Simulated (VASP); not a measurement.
# Au (Pm-3m) in VASP: notebook

Au is run at these levels: revPBE; tasks: single point.

Program: VASP 6.6.1. These are calculated values, not measurements. Logs are shortened: lines on timing, memory, paths and dates and some standing lists are left out, and cuts for length are marked.

**1. The cell of the first run**

The structure is cubic, space group Pm-3m (No. 221). The conventional cell has a = 2.732 Å, b = 2.732 Å, c = 2.732 Å, α = 90.00°, β = 90.00°, γ = 90.00°. Au (site symmetry m-3m) has 6 Au at 2.73 Å within 3.6 Å.

**2. Single point, revPBE (volume scaled by 0.96)**

File INCAR:

```
PREC = Accurate
ENCUT = 520
EDIFF = 1E-6
ISMEAR = -1
SIGMA = 0.1
LREAL = F
LASPH = T
NELM = 60
ALGO = Normal
ISIF = 2
LWAVE = F
LCHARG = T
GGA = RE
LELF = T
LVHAR = T
NBANDS = 12
```

File KPOINTS:

```
regular mesh
0
Gamma
  13 13 13
```

File POSCAR:

```
Au
1.0
    2.7324843557      0.0000000000      0.0000000000
    0.0000000000      2.7324843557      0.0000000000
    0.0000000000      0.0000000000      2.7324843557
Au
1
Direct
    0.0000000000      0.0000000000      0.0000000000
```

Potentials or basis: VASP PAW PBE potentials, release 64 (Au).

Command:

```bash
$ cat potpaw_PBE.64/Au/POTCAR > POTCAR
$ mpirun -np 1 vasp_std > vasp.out
```

OUTCAR:

```text
PREC = Accurate
   ENCUT = 520
   EDIFF = 1E-6
   ISMEAR = -1
   LREAL = F
   LASPH = T
   NELM = 60
   ISIF = 2
   GGA = RE

 ion  position               nearest neighbor table
   1  0.000  0.000  0.000-

  LATTYP: Found a simple cubic cell.
 ALAT       =     2.7324843557

  Lattice vectors:

 A1 = (   2.7324843557,   0.0000000000,   0.0000000000)
 A2 = (   0.0000000000,   2.7324843557,   0.0000000000)
 A3 = (   0.0000000000,   0.0000000000,   2.7324843557)

Analysis of symmetry for initial positions (statically):
=====================================================================
 Subroutine PRICEL returns:
 Original cell was already a primitive cell.

 Routine SETGRP: Setting up the symmetry group for a
 simple cubic supercell.

 Subroutine GETGRP returns: Found 48 space group operations
 (whereof 48 operations were pure point group operations)
 out of a pool of 48 trial point group operations.

The static configuration has the point symmetry O_h .

Analysis of symmetry for dynamics (positions and initial velocities):
=====================================================================
 Subroutine PRICEL returns:
 Original cell was already a primitive cell.

 Routine SETGRP: Setting up the symmetry group for a
 simple cubic supercell.

 Subroutine GETGRP returns: Found 48 space group operations
 (whereof 48 operations were pure point group operations)
 out of a pool of 48 trial point group operations.

The dynamic configuration has the point symmetry O_h .

 Subroutine INISYM returns: Found 48 space group operations
 (whereof 48 operations are pure point group operations),
 and found     1 'primitive' translations

----------------------------------------------------------------------------------------

                                     Primitive cell

  volume of cell :      20.4020

  direct lattice vectors                    reciprocal lattice vectors
     2.732484356  0.000000000  0.000000000     0.365967329  0.000000000  0.000000000
     0.000000000  2.732484356  0.000000000     0.000000000  0.365967329  0.000000000
     0.000000000  0.000000000  2.732484356     0.000000000  0.000000000  0.365967329

  length of vectors
     2.732484356  2.732484356  2.732484356     0.365967329  0.365967329  0.365967329

  position of ions in fractional coordinates (direct lattice)
     0.000000000  0.000000000  0.000000000

  ion indices of the primitive-cell ions
   primitive index   ion index
                 1           1

----------------------------------------------------------------------------------------

 KPOINTS: regular mesh

Automatic generation of k-mesh.
 Grid dimensions read from file:
 generate k-points for:   13   13   13

 Generating k-lattice:

  Cartesian coordinates                     Fractional coordinates (reciprocal lattice)
     0.028151333  0.000000000  0.000000000     0.076923077  0.000000000  0.000000000
     0.000000000  0.028151333  0.000000000     0.000000000  0.076923077  0.000000000
     0.000000000  0.000000000  0.028151333     0.000000000  0.000000000  0.076923077

  Length of vectors
     0.028151333  0.028151333  0.028151333

  Shift w.r.t. Gamma in fractional coordinates (k-lattice)
     0.000000000  0.000000000  0.000000000

 Subroutine IBZKPT returns following result:
 ===========================================

 Found     84 irreducible k-points:

 Following reciprocal coordinates:
            Coordinates               Weight
  0.000000  0.000000  0.000000      1.000000
  0.076923  0.000000  0.000000      6.000000
  0.153846  0.000000  0.000000      6.000000
  0.230769  0.000000  0.000000      6.000000
  0.307692  0.000000  0.000000      6.000000
  0.384615  0.000000  0.000000      6.000000
[... 16 lines left out ...]
  0.307692  0.307692  0.000000     12.000000
  0.384615  0.307692  0.000000     24.000000
 [... further k-points ...]
   k-points           NKPTS =     84   k-points in BZ     NKDIM =     84   number of bands    NBANDS=     12
   number of dos      NEDOS =    301   number of ions     NIONS =      1
   total plane-waves  NPLWV =   8000
   dimension x,y,z NGX =    20 NGY =   20 NGZ =   20
   dimension x,y,z NGXF=    40 NGYF=   40 NGZF=   40
   ions per type =               1
   NGX,Y,Z   is equivalent  to a cutoff of  12.17, 12.17, 12.17 a.u.
   NGXF,Y,Z  is equivalent  to a cutoff of  24.34, 24.34, 24.34 a.u.
 SYSTEM =  unknown system
   PREC   = accura    normal or accurate (medium, high low for compatibility)
   ISTART =      0    job   : 0-new  1-cont  2-samecut
   ICHARG =      2    charge: 1-file 2-atom 10-const
   ISPIN  =      1    spin polarized calculation?
   LNONCOLLINEAR =      F non collinear calculations
   LSORBIT =      F    spin-orbit coupling
   LASPH  =      T    aspherical Exc in radial PAW
   ENCUT  =  520.0 eV  38.22 Ry    6.18 a.u.   5.08  5.08  5.08*2*pi/ulx,y,z
   NELM   =     60;   NELMIN=  2; NELMDL= -5     # of ELM steps
   EDIFF  = 0.1E-05   stopping-criterion for ELM
   LREAL  =      F    real-space projection
   EDIFFG = 0.1E-04   stopping-criterion for IOM
   NSW    =      0    number of steps for IOM
   IBRION =     -1    ionic relax: 0-MD 1-quasi-New 2-CG
   NFREE  =      0    steps in history (QN), initial steepest desc. (CG)
   ISIF   =      2    stress and relaxation
   ISYM   =      2    0-nonsym 1-usesym 2-fastsym
   POTIM  = 0.5000    time-step for ionic-motion
   TEBEG  =    0.0;   TEEND  =   0.0 temperature during run
   PSTRESS=    0.0 pullay stress
   NELECT =      11.0000    total number of electrons
   NUPDOWN=      -1.0000    fix difference up-down
   EMIN   =  10.00;   EMAX   =-10.00  energy-range for DOS
   EFERMI =   0.00;   METHOD = LEGACY
   ISMEAR =    -1;   SIGMA  =   0.10  broadening in eV -4-tet -1-fermi 0-gaus
   EFERMI_NEDOS =   21; number of points for ismear=-14 and -15
   IALGO  =     38    algorithm
   IMIX   =      4    mixing-type and parameters
     AMIX     =   0.40;   BMIX     =  1.00
     AMIX_MAG =   1.60;   BMIX_MAG =  1.00
  volume/ion in A,a.u.               =      20.40       137.68
  Fermi-wavevector in a.u.,A,eV,Ry     =   1.332441  2.517949 24.155776  1.775399
  Thomas-Fermi vector in A             =   2.461376
   LORBIT       =      0    0 simple, 1 ext, 2 COOP (PROOUT), +10 PAW based schemes
   GGA     = RE    functional components
   LHFCALC =     F    Hartree Fock is set to
   AEXX    =    0.0000 exact exchange contribution
   IVDW    =     0    specifies the selected vdW correction
   LEPSILON=     F    determine dielectric tensor
   LRPA    =     F    only Hartree local field effects (RPA)
 non-spin polarized calculation
  energy-cutoff  :      520.00
  volume of cell :       20.40
 maximum number of plane-waves:       558
   NGX = 11   NGY = 11   NGZ = 11

 number of electron      10.9999996 magnetization

 Free energy of the ion-electron system (eV)
  ---------------------------------------------------
  ext. energy  EPLUGINS =         0.00000000
  ---------------------------------------------------
  free energy    TOTEN  =        -2.55530061 eV

  energy without entropy =       -2.54539473  energy(sigma->0) =       -2.55034767

 E-fermi :   6.5264     XC(G=0): -11.4415

 val. band max:        6.4592222728   @ k =   0.4615   0.0769   0.0769
 cond. band min:       6.6986059772   @ k =   0.3846   0.2308   0.2308
 fundamental gap:      0.2393837044
 Fermi energy:         6.5264200305

 k-point     1 :       0.0000    0.0000    0.0000
  band No.  band energies     occupation
      1      -1.2750      2.00000
      2       0.8641      2.00000
      3       0.8641      2.00000
      4       5.1296      2.00000
      5       5.1296      2.00000
      6       5.1296      2.00000
      7      20.5530      0.00000
      8      20.5530      0.00000
      9      20.5530      0.00000
     10      25.4454      0.00000
     11      27.8784      0.00000
     12      27.8784      0.00000

 k-point     2 :       0.0769    0.0000    0.0000
  band No.  band energies     occupation
      1      -1.1300      2.00000
      2       0.8862      2.00000
      3       0.9789      2.00000
      4       5.0326      2.00000
      5       5.0326      2.00000
      6       5.1374      2.00000
      7      19.3934      0.00000
      8      20.7918      0.00000
      9      20.7918      0.00000
     10      26.0574      0.00000
     11      27.3795      0.00000
     12      28.6133      0.00000

 k-point     3 :       0.1538    0.0000    0.0000
  band No.  band energies     occupation
      1      -0.7389      2.00000
      2       0.9480      2.00000
      3       1.3479      2.00000
      4       4.7743      2.00000
      5       4.7743      2.00000
      6       5.1590      2.00000
      7      17.2246      0.00000
      8      21.4652      0.00000
      9      21.4652      0.00000
     10      26.2900      0.00000
     11      26.4541      0.00000
     12      30.8984      0.00000

 k-point     4 :       0.2308    0.0000    0.0000
  band No.  band energies     occupation
      1      -0.2297      2.00000
      2       1.0368      2.00000
      3       2.0400      2.00000
      4       4.4327      2.00000
      5       4.4327      2.00000
      6       5.1897      2.00000
      7      14.9444      0.00000
      8      22.4633      0.00000
      9      22.4633      0.00000
     10      25.1155      0.00000
     11      26.4347      0.00000
     12      33.6120      0.00000

 k-point     5 :       0.3077    0.0000    0.0000
  band No.  band energies     occupation
      1       0.2451      2.00000
      2       1.1334      2.00000
      3       3.1043      2.00000
      4       4.0946      2.00000
      5       4.0946      2.00000
      6       5.2225      2.00000
      7      12.7481      0.00000
      8      23.6383      0.00000
      9      23.6383      0.00000
     10      24.1036      0.00000
     11      26.1197      0.00000
     12      33.1890      0.00000

 k-point     6 :       0.3846    0.0000    0.0000
  band No.  band energies     occupation
      1       0.5969      2.00000
      2       1.2153      2.00000
      3       3.8306      2.00000
      4       3.8306      2.00000
      5       4.4690      2.00000
      6       5.2499      1.99999
      7      10.7087      0.00000
      8      23.3752      0.00000
      9      24.7957      0.00000
     10      24.7957      0.00000
     11      25.5971      0.00000
     12      32.3193      0.00000

 k-point     7 :       0.4615    0.0000    0.0000
  band No.  band energies     occupation
      1       0.7852      2.00000
      2       1.2623      2.00000
      3       3.6872      2.00000
      4       3.6872      2.00000
      5       5.2654      1.99999
      6       5.8306      1.99810
      7       9.0428      0.00000
      8      22.9957      0.00000
      9      25.1838      0.00000
     10      25.6060      0.00000
     11      25.6060      0.00000
     12      31.5670      0.00000

 k-point     8 :       0.0769    0.0769    0.0000
  band No.  band energies     occupation
      1      -0.9833      2.00000
      2       0.9559      2.00000
      3       1.0440      2.00000
      4       4.9329      2.00000
      5       5.0270      2.00000
      6       5.0550      2.00000
      7      19.4056      0.00000
      8      19.8351      0.00000
      9      21.0317      0.00000
     10      26.5867      0.00000
     11      27.8346      0.00000
     12      28.5046      0.00000
[... 166 lines left out ...]
 k-point    20 :       0.3077    0.2308    0.0000
  band No.  band energies     occupation
      1       0.9641      2.00000
      2       2.0834      2.00000
      3       2.8802      2.00000
      4       4.1879      2.00000
      5       4.2741      2.00000
      6       4.5762      2.00000
      7      14.0522      0.00000
      8      17.4754      0.00000
      9      24.2148      0.00000
     10      25.7371      0.00000
     11      27.0512      0.00000
     12      30.8784      0.00000

 k-point    21 :       0.3846    0.2308    0.0000
  band No.  band energies     occupation
      1       1.1723      2.00000
      2       2.1011      2.00000
      3       2.8908      2.00000
      4       3.9362      2.00000
      5       4.6118      2.00000
      6       5.6857      1.99955
      7      11.8101      0.00000
      8      18.5849      0.00000
      9      22.9972      0.00000
     10      25.7648      0.00000
     11      27.0620      0.00000
     12      30.9182      0.00000

 k-point    22 :       0.4615    0.2308    0.0000
  band No.  band energies     occupation
      1       1.2865      2.00000
      2       2.0726      2.00000
      3       2.8622      2.00000
      4       3.7982      2.00000
      5       4.6331      2.00000
      6       7.4981      0.00012
      7       9.6710      0.00000
      8      19.7473      0.00000
      9      21.6564      0.00000
     10      25.1071      0.00000
     11      28.2335      0.00000
     12      30.5667      0.00000

 k-point    23 :       0.3077    0.3077    0.0000
  band No.  band energies     occupation
      1       1.1664      2.00000
      2       1.9543      2.00000
      3       3.5986      2.00000
      4       4.2040      2.00000
      5       4.2940      2.00000
      6       4.8129      2.00000
      7      14.1358      0.00000
      8      15.9947      0.00000
      9      23.0520      0.00000
     10      26.7232      0.00000
     11      27.0084      0.00000
     12      29.5651      0.00000

 k-point    24 :       0.3846    0.3077    0.0000
  band No.  band energies     occupation
      1       1.3198      2.00000
      2       1.7121      2.00000
      3       3.9774      2.00000
      4       3.9937      2.00000
      5       4.2978      2.00000
      6       6.2075      1.92088
      7      12.3473      0.00000
      8      16.5439      0.00000
      9      21.5403      0.00000
     10      26.2508      0.00000
     11      28.2806      0.00000
     12      29.1758      0.00000

 [... further k-points ...]
[... 5 lines left out ...]
  --------------------------------------------------------------------------------------
  -------------------------------------------------------------------------------------
  Total        0.5263996      0.5263996      0.5263996     -0.0000000     -0.0000000     -0.0000000
  in kB       41.3383454     41.3383454     41.3383454     -0.0000000     -0.0000000     -0.0000000
  external PRESSURE =      41.3383454 kB  Pullay stress =       0.0000000 kB

 VOLUME and BASIS-vectors are now :
 -----------------------------------------------------------------------------
  energy-cutoff  :      520.00
  volume of cell :       20.40
      direct lattice vectors                 reciprocal lattice vectors
     2.732484356  0.000000000  0.000000000     0.365967329  0.000000000  0.000000000
     0.000000000  2.732484356  0.000000000     0.000000000  0.365967329  0.000000000
     0.000000000  0.000000000  2.732484356     0.000000000  0.000000000  0.365967329

 POSITION                                       TOTAL-FORCE (eV/Angst)
 -----------------------------------------------------------------------------------
      0.00000      0.00000      0.00000         0.000000      0.000000      0.000000
 -----------------------------------------------------------------------------------
    total drift:                                0.000000      0.000000      0.000000

  FREE ENERGIE OF THE ION-ELECTRON SYSTEM (eV)
  ---------------------------------------------------
  free  energy   TOTEN  =        -2.5553006062 eV

  energy  without entropy=       -2.5453947305  energy(sigma->0) =       -2.55034767
```

Wall time 7.2 s (1 thread of Intel Xeon Platinum 8488C (Sapphire Rapids), shared host); peak memory 0.13 GiB.

Results:

```yaml
Free_energy: -2.5553 eV
Pressure: 4.1 GPa
```

Levels at points of the mesh, in eV from the Fermi level:
| k point | band 4 | band 5 | band 6 | band 7 | band 8 | band 9 |
| --- | --- | --- | --- | --- | --- | --- |
| (0.00, 0.00, 0.00) | -1.40 | -1.40 | -1.40 | 14.03 | 14.03 | 14.03 |

Caveat: the PAW data sets were made with another functional, which shifts forces and pressure a little; spin-orbit coupling is left out, which moves the levels of the heavy elements.

[end of part 1 of 3]
